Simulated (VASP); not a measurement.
Mg:

```
Mg
1.0
     3.20930    0.00000    0.00000
    -1.60465    2.77934    0.00000
     0.00000    0.00000    5.21030
Mg
2
Direct
  0.33333 0.66667 0.25000
  0.66667 0.33333 0.75000
```

```yaml
Program: VASP 6.6.1
Task: relaxation of cell and atoms
Functional: LDA
Potentials_or_basis: VASP PAW LDA potentials, release 64 (Mg)
Cutoff: 600 eV
k_mesh: 15 × 15 × 8
Occupations: gaussian, width 0.1 eV
Spin: no spin polarisation
```

At the start: pressure -2.8 GPa; volume 23.24 Å³/atom.

Task: Where does the relaxation end?

Result: Over 8 steps the energy falls by 17.6 meV/atom and the volume is 21.43 Å³/atom (-7.8 %); space group P6_3/mmc (No. 194, to 0.1 Å) before and after.

The path:
| step | energy change (eV) | largest force (eV/Å) | pressure (GPa) | volume (Å³) |
| --- | --- | --- | --- | --- |
| 1 | 0.0000 | 0.0000 | -2.81 | 46.47 |
| 2 | -0.0322 | 0.0000 | -0.85 | 43.79 |
| 3 | -0.0349 | 0.0000 | -0.02 | 42.87 |
| 4 | -0.0349 | 0.0000 | 0.04 | 42.80 |
| 5 | -0.0351 | 0.0000 | 0.04 | 42.81 |
| 6 | -0.0351 | 0.0000 | 0.03 | 42.82 |
| 7 | -0.0351 | 0.0000 | 0.03 | 42.82 |
| 8 | -0.0351 | 0.0000 | 0.00 | 42.85 |

Final structure:
```yaml
crystal:
  lattice:
    - [3.13817, 0.00000, 0.00000]
    - [-1.56908, 2.71773, 0.00000]
    - [0.00000, 0.00000, 5.02468]
  atoms:
    - { symbol: Mg, position: [0.33333, 0.66667, 0.25000] }
    - { symbol: Mg, position: [0.66667, 0.33333, 0.75000] }
```
